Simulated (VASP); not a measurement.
A run of VASP 6.6.1:

The input INCAR:

```
SYSTEM = TeW
ALGO = Normal ; EDIFF = 1E-6
ENCUT = 520 ; GGA = PS
ISIF = 2 ; ISMEAR = 0
ISPIN = 2 ; LASPH = .TRUE.
LCHARG = .FALSE. ; LMAXMIX = 4
LORBIT = 11 ; LREAL = .FALSE.
LWAVE = .FALSE. ; MAGMOM = 0.75 0
NBANDS = 21 ; NELM = 150
PREC = Accurate ; SIGMA = 0.1
```

The input KPOINTS:

```
k-points
0
G
  6 6 6
  0 0 0
```

Contents of POSCAR:

```
TeW
1.0
    0.0000000000      3.0296978841      3.0296978841
    3.0296978841      0.0000000000      3.0296978841
    3.0296978841      3.0296978841      0.0000000000
W Te
1 1
Direct
    0.0000000000      0.0000000000      0.0000000000
    0.2500000000      0.2500000000      0.2500000000
```

Potentials or basis: VASP PAW PBE potentials, release 64 (W_sv, Te).

Launch:

```console
$ cat potpaw_PBE.64/W_sv/POTCAR potpaw_PBE.64/Te/POTCAR > POTCAR
$ mpirun -np 1 vasp_std > vasp.out
```

Hardware: 1 thread of Intel(R) Xeon(R) Platinum 8259CL CPU @ 2.50GHz (Skylake/Cascade Lake) (shared host).

Task: How long does it take, and how much memory?

Result: Wall time 44 s on 1 thread of Intel(R) Xeon(R) Platinum 8259CL CPU @ 2.50GHz (Skylake/Cascade Lake), with other jobs on the host, peak memory 0.21 GiB. Counts: scf iterations 14, k points 16.
